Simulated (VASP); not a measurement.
# Sc in VASP: single point with LDA

Aim: the single point of Sc with LDA.

Program: VASP 6.6.1. These are calculated values, not measurements. Logs are shortened: lines on timing, memory, paths and dates and some standing lists are left out, and cuts for length are marked.

**1. The cell of the first run**

The cell holds a slab with vacuum, 12 atoms: a = 3.231 Å, b = 4.982 Å, c = 30.923 Å, α = 90.00°, β = 90.00°, γ = 90.00°.

**2. Single point, LDA**

Input file INCAR:

```
SYSTEM = Sc
  PREC = Accurate
  ENCUT = 400
  EDIFF = 1E-6
  ISMEAR = 1
  SIGMA = 0.1
  LREAL = .FALSE.
  LASPH = .TRUE.
  NELM = 120
  ALGO = Normal
  ISIF = 2
  LWAVE = .FALSE.
  LCHARG = .TRUE.
  LDIPOL = .TRUE.
  IDIPOL = 3
  DIPOL = 0.5 0.5 0.500
  GGA = CA
  LELF = .TRUE.
  LVHAR = .TRUE.
  LVACPOTAV = .TRUE.
  NBANDS = 78
  GGA_COMPAT = .FALSE.
  NELMDL = -8
```

Input file KPOINTS:

```
Automatic mesh
0
G
  10 7 1
  0 0 0
```

Input file POSCAR:

```
Sc
1.0
    3.2309222630      0.0000000000      0.0000000000
    0.0000000000      4.9818166220      0.0000000000
    0.0000000000      0.0000000000     30.9229907070
Sc
12
Direct
    0.0000000000      0.0000000000      0.2607924674
    0.5000000000      0.0000000000      0.3473555775
    0.5000000000      0.5000000000      0.2929524563
    0.0000000000      0.0000000000      0.4397695331
    0.0000000000      0.5000000000      0.3791858035
    0.5000000000      0.0000000000      0.5296959247
    0.5000000000      0.5000000000      0.4703040715
    0.0000000000      0.0000000000      0.6208141986
    0.0000000000      0.5000000000      0.5602304648
    0.5000000000      0.0000000000      0.7070475445
    0.5000000000      0.5000000000      0.6526444255
    0.0000000000      0.5000000000      0.7392075324
```

Potentials or basis: VASP PAW LDA potentials, release 64 (Sc_sv).

Started as:

```console
$ cat potpaw_LDA.64/Sc_sv/POTCAR > POTCAR
$ mpirun -np 1 vasp_std > vasp.out
```

OUTCAR:

```text
SYSTEM = Sc
   PREC = Accurate
   ENCUT = 400
   EDIFF = 1E-6
   ISMEAR = 1
   LREAL = .FALSE.
   LASPH = .TRUE.
   NELM = 120
   ISIF = 2
   GGA = CA
   NELMDL = -8

 ion  position               nearest neighbor table
   1  0.000  0.000  0.261-   2 3.13   2 3.13   3 3.13   3 3.13   3 3.13   3 3.13
   2  0.500  0.000  0.347-   3 3.01   3 3.01   1 3.13   1 3.13   5 3.13   5 3.13   5 3.13   5 3.13
                             4 3.28   4 3.28
   3  0.500  0.500  0.293-   2 3.01   2 3.01   5 3.12   5 3.12   1 3.13   1 3.13   1 3.13   1 3.13

   4  0.000  0.000  0.440-   7 3.12   7 3.12   7 3.12   7 3.12   5 3.12   5 3.12   6 3.22   6 3.22
                             2 3.28   2 3.28
   5  0.000  0.500  0.379-   4 3.12   4 3.12   3 3.12   3 3.12   2 3.13   2 3.13   2 3.13   2 3.13
                             7 3.25   7 3.25
   6  0.500  0.000  0.530-   7 3.09   7 3.09   9 3.12   9 3.12   9 3.12   9 3.12   4 3.22   4 3.22
                             8 3.25   8 3.25
   7  0.500  0.500  0.470-   6 3.09   6 3.09   4 3.12   4 3.12   4 3.12   4 3.12   9 3.22   9 3.22
                             5 3.25   5 3.25
   8  0.000  0.000  0.621-   9 3.12   9 3.12  10 3.12  10 3.12  11 3.13  11 3.13  11 3.13  11 3.13
                             6 3.25   6 3.25
   9  0.000  0.500  0.560-   6 3.12   6 3.12   6 3.12   6 3.12   8 3.12   8 3.12   7 3.22   7 3.22
                            11 3.28  11 3.28
  10  0.500  0.000  0.707-  11 3.01  11 3.01   8 3.12   8 3.12  12 3.13  12 3.13  12 3.13  12 3.13

  11  0.500  0.500  0.653-  10 3.01  10 3.01  12 3.13  12 3.13   8 3.13   8 3.13   8 3.13   8 3.13
                             9 3.28   9 3.28
  12  0.000  0.500  0.739-  11 3.13  11 3.13  10 3.13  10 3.13  10 3.13  10 3.13

  LATTYP: Found a simple orthorhombic cell.
 ALAT       =     3.2309222630
 B/A-ratio  =     1.5419178230
 C/A-ratio  =     9.5709485372

  Lattice vectors:

 A1 = (   3.2309222630,   0.0000000000,   0.0000000000)
 A2 = (   0.0000000000,   4.9818166220,   0.0000000000)
 A3 = (   0.0000000000,   0.0000000000,  30.9229907070)

Analysis of symmetry for initial positions (statically):
=====================================================================
 Subroutine PRICEL returns:
 Original cell was already a primitive cell.

 Routine SETGRP: Setting up the symmetry group for a
 simple orthorhombic supercell.

 Subroutine GETGRP returns: Found  8 space group operations
 (whereof  4 operations were pure point group operations)
 out of a pool of  8 trial point group operations.

The static configuration has the point symmetry C_2v.
 The point group associated with its full space group is D_2h.

Analysis of symmetry for dynamics (positions and initial velocities):
=====================================================================
 Subroutine PRICEL returns:
 Original cell was already a primitive cell.

 Routine SETGRP: Setting up the symmetry group for a
 simple orthorhombic supercell.

 Subroutine GETGRP returns: Found  8 space group operations
 (whereof  4 operations were pure point group operations)
 out of a pool of  8 trial point group operations.

The dynamic configuration has the point symmetry C_2v.
 The point group associated with its full space group is D_2h.

 Subroutine INISYM returns: Found  8 space group operations
 (whereof  4 operations are pure point group operations),
 and found     1 'primitive' translations

----------------------------------------------------------------------------------------

                                     Primitive cell

  volume of cell :     497.7322

  direct lattice vectors                    reciprocal lattice vectors
     3.230922263  0.000000000  0.000000000     0.309509149  0.000000000  0.000000000
     0.000000000  4.981816622  0.000000000     0.000000000  0.200729990  0.000000000
     0.000000000  0.000000000 30.922990707     0.000000000  0.000000000  0.032338399

  length of vectors
     3.230922263  4.981816622 30.922990707     0.309509149  0.200729990  0.032338399

  position of ions in fractional coordinates (direct lattice)
     0.000000000  0.000000000  0.260792467
     0.500000000  0.000000000  0.347355577
     0.500000000  0.500000000  0.292952456
     0.000000000  0.000000000  0.439769533
     0.000000000  0.500000000  0.379185804
     0.500000000  0.000000000  0.529695925
     0.500000000  0.500000000  0.470304072
     0.000000000  0.000000000  0.620814199
     0.000000000  0.500000000  0.560230465
     0.500000000  0.000000000  0.707047544
     0.500000000  0.500000000  0.652644426
     0.000000000  0.500000000  0.739207532

  ion indices of the primitive-cell ions
   primitive index   ion index
                 1           1
                 2           2
                 3           3
                 4           4
                 5           5
                 6           6
                 7           7
                 8           8
                 9           9
                10          10
                11          11
                12          12

----------------------------------------------------------------------------------------

 KPOINTS: Automatic mesh

Automatic generation of k-mesh.
 Grid dimensions read from file:
 generate k-points for:   10    7    1

 Generating k-lattice:

  Cartesian coordinates                     Fractional coordinates (reciprocal lattice)
     0.030950915  0.000000000  0.000000000     0.100000000  0.000000000  0.000000000
     0.000000000  0.028675713  0.000000000     0.000000000  0.142857143  0.000000000
     0.000000000  0.000000000  0.032338399     0.000000000  0.000000000  1.000000000

  Length of vectors
     0.030950915  0.028675713  0.032338399

  Shift w.r.t. Gamma in fractional coordinates (k-lattice)
     0.000000000  0.000000000  0.000000000

 Subroutine IBZKPT returns following result:
 ===========================================

 Found     24 irreducible k-points:

 Following reciprocal coordinates:
            Coordinates               Weight
  0.000000  0.000000  0.000000      1.000000
  0.100000  0.000000  0.000000      2.000000
  0.200000  0.000000  0.000000      2.000000
  0.300000  0.000000  0.000000      2.000000
  0.400000  0.000000  0.000000      2.000000
  0.500000  0.000000  0.000000      1.000000
[... 16 lines left out ...]
  0.400000  0.428571  0.000000      4.000000
  0.500000  0.428571  0.000000      2.000000
   k-points           NKPTS =     24   k-points in BZ     NKDIM =     24   number of bands    NBANDS=     78
   number of dos      NEDOS =    301   number of ions     NIONS =     12
   total plane-waves  NPLWV = 161280
   dimension x,y,z NGX =    24 NGY =   32 NGZ =  210
   dimension x,y,z NGXF=    48 NGYF=   64 NGZF=  420
   ions per type =              12
   NGX,Y,Z   is equivalent  to a cutoff of  12.35, 10.68, 11.29 a.u.
   NGXF,Y,Z  is equivalent  to a cutoff of  24.70, 21.36, 22.58 a.u.
 SYSTEM =  Sc
   PREC   = accura    normal or accurate (medium, high low for compatibility)
   ISTART =      0    job   : 0-new  1-cont  2-samecut
   ICHARG =      2    charge: 1-file 2-atom 10-const
   ISPIN  =      1    spin polarized calculation?
   LNONCOLLINEAR =      F non collinear calculations
   LSORBIT =      F    spin-orbit coupling
   LASPH  =      T    aspherical Exc in radial PAW
   ENCUT  =  400.0 eV  29.40 Ry    5.42 a.u.   5.27  8.12 50.43*2*pi/ulx,y,z
   NELM   =    120;   NELMIN=  2; NELMDL= -8     # of ELM steps
   EDIFF  = 0.1E-05   stopping-criterion for ELM
   LREAL  =      F    real-space projection
   EDIFFG = 0.1E-04   stopping-criterion for IOM
   NSW    =      0    number of steps for IOM
   IBRION =     -1    ionic relax: 0-MD 1-quasi-New 2-CG
   NFREE  =      0    steps in history (QN), initial steepest desc. (CG)
   ISIF   =      2    stress and relaxation
   ISYM   =      2    0-nonsym 1-usesym 2-fastsym
   POTIM  = 0.5000    time-step for ionic-motion
   TEBEG  =    0.0;   TEEND  =   0.0 temperature during run
   PSTRESS=    0.0 pullay stress
   NELECT =     132.0000    total number of electrons
   NUPDOWN=      -1.0000    fix difference up-down
   EMIN   =  10.00;   EMAX   =-10.00  energy-range for DOS
   EFERMI =   0.00;   METHOD = LEGACY
   ISMEAR =     1;   SIGMA  =   0.10  broadening in eV -4-tet -1-fermi 0-gaus
   EFERMI_NEDOS =   21; number of points for ismear=-14 and -15
   IALGO  =     38    algorithm
   IMIX   =      4    mixing-type and parameters
     AMIX     =   0.40;   BMIX     =  1.00
     AMIX_MAG =   1.60;   BMIX_MAG =  1.00
  volume/ion in A,a.u.               =      41.48       279.91
  Fermi-wavevector in a.u.,A,eV,Ry     =   1.051803  1.987619 15.051971  1.106289
  Thomas-Fermi vector in A             =   2.186860
   LORBIT       =      0    0 simple, 1 ext, 2 COOP (PROOUT), +10 PAW based schemes
   GGA     = CA    functional components
   LHFCALC =     F    Hartree Fock is set to
   AEXX    =    0.0000 exact exchange contribution
   IVDW    =     0    specifies the selected vdW correction
   LEPSILON=     F    determine dielectric tensor
   LRPA    =     F    only Hartree local field effects (RPA)
 non-spin polarized calculation
 Methfessel and Paxton  Order N= 1 SIGMA  =   0.10
  energy-cutoff  :      400.00
  volume of cell :      497.73
 maximum number of plane-waves:      9078
 NGX is ok and might be reduce to    24
   NGX = 11   NGY = 17   NGZ =101

 dipolmoment           0.000000      0.000000     -0.000000 electrons x Angstroem

 number of electron     132.0000017 magnetization

 dipolmoment           0.000000      0.000000      0.000000 electrons x Angstroem

 Free energy of the ion-electron system (eV)
  ---------------------------------------------------
  ext. energy  EPLUGINS =         0.00000000
  ---------------------------------------------------
  free energy    TOTEN  =       -77.90391398 eV

  energy without entropy =      -77.90098580  energy(sigma->0) =      -77.90293792

 E-fermi :   0.5571     XC(G=0):  -6.3745

 val. band max:        0.5549686772   @ k =   0.5000   0.4286   0.0000
 cond. band min:       0.5578147106   @ k =   0.5000   0.4286   0.0000
 fundamental gap:      0.0028460334
 Fermi energy:         0.5571422145

 k-point     1 :       0.0000    0.0000    0.0000
  band No.  band energies     occupation
      1     -48.5326      2.00000
      2     -48.5325      2.00000
      3     -48.0571      2.00000
      4     -48.0487      2.00000
      5     -48.0443      2.00000
      6     -48.0243      2.00000
[... 70 lines left out ...]
     77       1.9663     -0.00000
     78       2.0866     -0.00000

 k-point     2 :       0.1000    0.0000    0.0000
  band No.  band energies     occupation
      1     -48.5300      2.00000
      2     -48.5300      2.00000
      3     -48.0527      2.00000
      4     -48.0460      2.00000
      5     -48.0416      2.00000
      6     -48.0214      2.00000
[... 70 lines left out ...]
     77       1.9264     -0.00000
     78       2.0074     -0.00000
[... 1699 lines left out ...]
     77       1.5854     -0.00000
     78       1.5982     -0.00000

 k-point    24 :       0.5000    0.4286    0.0000
  band No.  band energies     occupation
      1     -48.5057      2.00000
      2     -48.5056      2.00000
      3     -48.0175      2.00000
      4     -48.0175      2.00000
      5     -47.9885      2.00000
      6     -47.9884      2.00000
[... 70 lines left out ...]
     77       1.5329     -0.00000
     78       1.5491     -0.00000

------------------------ aborting loop because EDIFF is reached ----------------------------------------

  FORCE on cell =-STRESS in cart. coord.  units (eV):
  Direction    XX          YY          ZZ          XY          YZ          ZX
  --------------------------------------------------------------------------------------
  -------------------------------------------------------------------------------------
  Total       -0.8584407     -2.5456720      0.0277750      0.0000000      0.0000000      0.0000000
  in kB       -2.7632816     -8.1944025      0.0894063      0.0000000      0.0000000      0.0000000
  external PRESSURE =      -3.6227593 kB  Pullay stress =       0.0000000 kB

 VOLUME and BASIS-vectors are now :
 -----------------------------------------------------------------------------
  energy-cutoff  :      400.00
  volume of cell :      497.73
      direct lattice vectors                 reciprocal lattice vectors
     3.230922263  0.000000000  0.000000000     0.309509149  0.000000000  0.000000000
     0.000000000  4.981816622  0.000000000     0.000000000  0.200729990  0.000000000
     0.000000000  0.000000000 30.922990707     0.000000000  0.000000000  0.032338399

 POSITION                                       TOTAL-FORCE (eV/Angst)
 -----------------------------------------------------------------------------------
      0.00000      0.00000      8.06448         0.000000      0.000000     -0.021870
      1.61546      0.00000     10.74127         0.000000      0.000000      0.002988
      1.61546      2.49091      9.05897         0.000000      0.000000     -0.001713
      0.00000      0.00000     13.59899         0.000000      0.000000     -0.003524
      0.00000      2.49091     11.72556         0.000000      0.000000      0.006798
      1.61546      0.00000     16.37978         0.000000      0.000000     -0.001907
      1.61546      2.49091     14.54321         0.000000      0.000000      0.001907
      0.00000      0.00000     19.19743         0.000000      0.000000     -0.006798
      0.00000      2.49091     17.32400         0.000000      0.000000      0.003524
      1.61546      0.00000     21.86402         0.000000      0.000000      0.001713
      1.61546      2.49091     20.18172         0.000000      0.000000     -0.002988
      0.00000      2.49091     22.85851         0.000000      0.000000      0.021870
 -----------------------------------------------------------------------------------
    total drift:                                0.000000      0.000000      0.000010

  FREE ENERGIE OF THE ION-ELECTRON SYSTEM (eV)
  ---------------------------------------------------
  free  energy   TOTEN  =       -77.9039139796 eV

  energy  without entropy=      -77.9009857969  energy(sigma->0) =      -77.90293792

 vacuum level on the upper side and lower side of the slab         4.297         4.297
```

Wall time 64 min (1 thread of Intel Xeon 8259CL, shared host); peak memory 0.58 GiB.

Results:

| Property | Result |
| --- | --- |
| Free energy | -77.9039 eV |
| Largest force | 0.022 eV/Å |
| Band gap on the k mesh | zero (bands 66 and 67 overlap by 0.71 eV) |

Forces in eV/Å, atoms in the order of the input:
```
Sc   0.000  0.000 -0.022
Sc   0.000  0.000  0.003
Sc   0.000  0.000 -0.002
Sc   0.000  0.000 -0.004
Sc   0.000  0.000  0.007
Sc   0.000  0.000 -0.002
Sc   0.000  0.000  0.002
Sc   0.000  0.000 -0.007
Sc   0.000  0.000  0.004
Sc   0.000  0.000  0.002
Sc   0.000  0.000 -0.003
Sc   0.000  0.000  0.022
```

Levels at points of the mesh, in eV from the Fermi level:
```tsv
k point	band 63	band 64	band 65	band 66	band 67	band 68
(0.00, 0.00, 0.00)	-0.20	-0.17	-0.13	0.02	0.26	0.41
(0.50, 0.00, 0.00)	-0.66	-0.54	-0.50	-0.41	-0.40	-0.35
```
